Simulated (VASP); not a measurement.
Input of a VASP 6.6.1 run:

INCAR

```
SYSTEM = Au
ALGO = Normal ; EDIFF = 1E-6
EDIFFG = -0.005 ; ENCUT = 600
GGA = PE ; IBRION = 2
ISIF = 3 ; ISMEAR = -1
LASPH = .TRUE. ; LCHARG = .FALSE.
LREAL = .FALSE. ; LWAVE = .FALSE.
NELM = 100 ; NSW = 32
PREC = Accurate ; PSTRESS = 1500.0
SIGMA = 0.1
```

File KPOINTS:

```
k-points
0
G
  17 17 9
  0 0 0
```

The input POSCAR:

```
Au
1.0
    2.5871890903      0.0000000000      0.0000000000
   -1.2935945451      2.2405714766      0.0000000000
    0.0000000000      0.0000000000      4.2765819322
Au
2
Direct
    0.3333333333      0.6666666667      0.2500000000
    0.6666666667      0.3333333333      0.7500000000
```

Potentials or basis: VASP PAW PBE potentials, release 64 (Au).

Run with:

```bash
$ cat potpaw_PBE.64/Au/POTCAR > POTCAR
$ mpirun -np 1 vasp_std > vasp.out
```

Task: What does it give for the band gap on the k mesh?

Result: Zero (band 11 reaches 20.67 eV, above the bottom of band 12 at 12.64 eV).

Final structure:
```
Au
1.0
     2.58719    0.00000    0.00000
    -1.29359    2.24057    0.00000
     0.00000    0.00000    4.27658
Au
2
Direct
  0.33333 0.66667 0.25000
  0.66667 0.33333 0.75000
```

Caveat: the relaxation stopped at its first step, so nothing moved; the cell is relaxed towards a set pressure, so the enthalpy falls and the energy may rise; spin-orbit coupling is left out, which moves the levels of the heavy elements.
